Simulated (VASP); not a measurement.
C:

```
C
1.0
     0.00000    1.79381    1.62878
     1.79381    0.00000    1.62878
     1.79381    1.79381    0.00000
C
2
Direct
  0.50000 0.50000 0.50000
  0.75000 0.75000 0.75000
```

This cell differs from its parent crystal: volume 5.241 Å^3 an atom, c/a of the conventional cell 0.9080.

Base run:

| Quantity | Value |
| --- | --- |
| Program | VASP 6.6.1 |
| Functional | LDA |
| Potentials or basis | VASP PAW LDA potentials, release 64 (C) |
| Cutoff | 520 eV |
| k mesh | 12 × 12 × 12 |
| Occupations | gaussian, width 0.05 eV |
| Spin | no spin polarisation |

Its results: band gap on the k mesh 1.83 eV, indirect (least direct gap 4.13 eV); pressure 27.1 GPa.

Q: The run is repeated on the same cell with these changes: potentials or basis from VASP PAW LDA potentials, release 64 (C) to VASP PAW LDA potentials, release 64 (C_h); cutoff from 520 eV to 910 eV. What comes out?

A: Band gap on the k mesh 1.83 eV, indirect (least direct gap 4.13 eV); pressure 26.0 GPa.

Caveats: the cutoff is under 1.25 times the usual one of these potentials, so pressure, stress and relaxed cells hold a basis-set (Pulay) error (some runs).

A k mesh can miss the band edges.
